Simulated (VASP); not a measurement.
Here is a VASP 6.6.1 calculation.

INCAR

```
SYSTEM = GaP
PREC = Accurate
ENCUT = 520
EDIFF = 1E-6
ISMEAR = 0
SIGMA = 0.05
LREAL = .False.
LASPH = .True.
NELM = 60
ALGO = Normal
ISIF = 2
LWAVE = .False.
LCHARG = .True.
GGA = PE
LELF = .True.
LVHAR = .True.
NBANDS = 16
```

KPOINTS

```
Automatic mesh
0
Gamma
  10 10 10
  0 0 0
```

The input POSCAR:

```
GaP
1.0
    0.0000000000      2.6796091959      2.7522691002
    2.7522691002      0.0000000000      2.7522691002
    2.7522691002      2.6796091959      0.0000000000
Ga P
1 1
Direct
    0.0000000000      0.0000000000      0.0000000000
    0.7500000000      0.7500000000      0.7500000000
```

Potentials or basis: VASP PAW PBE potentials, release 64 (Ga_d, P).

Run with:

```console
$ cat potpaw_PBE.64/Ga_d/POTCAR potpaw_PBE.64/P/POTCAR > POTCAR
$ mpirun -np 1 vasp_std > vasp.out
```

Task: Estimate the band gap on the k mesh.

Result: 1.35 eV, indirect (least direct gap 1.70 eV).

Task: What does it give for the pressure?

Result: 2.2 GPa.

Stress tensor (GPa, compression positive):
```
1.54 0.00 0.00
0.00 3.41 0.00
0.00 0.00 1.54
```

 A k mesh can miss the band edges.
